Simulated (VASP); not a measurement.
Input of a VASP 6.6.1 run:

File INCAR:

```
SYSTEM = Sb
PREC = Accurate
ENCUT = 520
EDIFF = 1E-6
ISMEAR = -1
SIGMA = 0.05
LREAL = .False.
LASPH = .True.
NELM = 60
ALGO = Normal
ISIF = 2
LWAVE = .False.
LCHARG = .True.
GGA = PE
LELF = .True.
LVHAR = .True.
NBANDS = 12
```

KPOINTS

```
Automatic mesh
0
Gamma
  8 8 8
  0 0 0
```

The input POSCAR:

```
Sb
1.0
    2.1790745590      1.2868119499      3.7580000000
   -2.1293254410      1.2006439499      3.7580000000
   -0.0497491180     -2.4874558998      3.7580000000
Sb
2
Direct
    0.7633953941      0.7672405576      0.7640988795
    0.2366046059      0.2327594424      0.2359011205
```

Potentials or basis: VASP PAW PBE potentials, release 64 (Sb).

The run is started by

```sh
$ cat potpaw_PBE.64/Sb/POTCAR > POTCAR
$ mpirun -np 1 vasp_std > vasp.out
```

Task: What does it give for the largest force?

Result: 0.027 eV/Å.

Task: Estimate the pressure.

Result: 2.3 GPa.

Task: Estimate the band gap on the k mesh.

Result: Zero (bands 5 and 6 overlap by 0.72 eV).

Stress tensor (GPa, compression positive):
```
 2.57 -1.27  0.97
-1.27  2.50 -0.01
 0.97 -0.01  1.78
```

Caveat: spin-orbit coupling is left out, which moves the levels of the heavy elements.
